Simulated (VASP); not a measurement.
Pd3PbC:

```
CELL_PARAMETERS angstrom
4.29894 0.00000 0.00000
0.00000 4.29894 0.00000
0.00000 0.00000 4.29894
ATOMIC_POSITIONS crystal
Pd 0.00000 0.50000 0.50000
Pd 0.50000 0.50000 0.00000
Pd 0.50000 0.00000 0.50000
Pb 0.00000 0.00000 0.00000
C 0.50000 0.50000 0.50000
```

```yaml
Program: VASP 6.6.1
Task: relaxation of cell and atoms
Functional: RPBE
Potentials_or_basis: VASP PAW PBE potentials, release 64 (Pd, Pb_d, C)
Cutoff: 600 eV
k_mesh: 6 × 6 × 6
Occupations: fermi-dirac, width 0.1 eV
Spin: no spin polarisation
```

At the start: pressure 2.5 GPa; volume 15.89 Å³/atom.

Where does the relaxation end?

Over 3 steps the energy falls by 2.3 meV/atom and the volume is 16.19 Å³/atom (+1.9 %); space group Pm-3m (No. 221, to 0.05 Å).

The path:
```tsv
step	energy change (eV)	largest force (eV/Å)	pressure (GPa)	volume (Å³)
1	0.0000	0.0000	2.47	79.45
2	-0.0027	0.0000	-1.99	82.30
3	-0.0113	0.0000	-0.01	80.95
```

Final structure:
```
Pd Pb C
1.0
     4.32582    0.00000    0.00000
     0.00000    4.32582    0.00000
     0.00000    0.00000    4.32582
Pd Pb C
3 1 1
Direct
  0.00000 0.50000 0.50000
  0.50000 0.50000 0.00000
  0.50000 0.00000 0.50000
  0.00000 0.00000 0.00000
  0.50000 0.50000 0.50000
```

Caveat: the PAW data sets were made with another functional, which shifts forces and pressure a little.
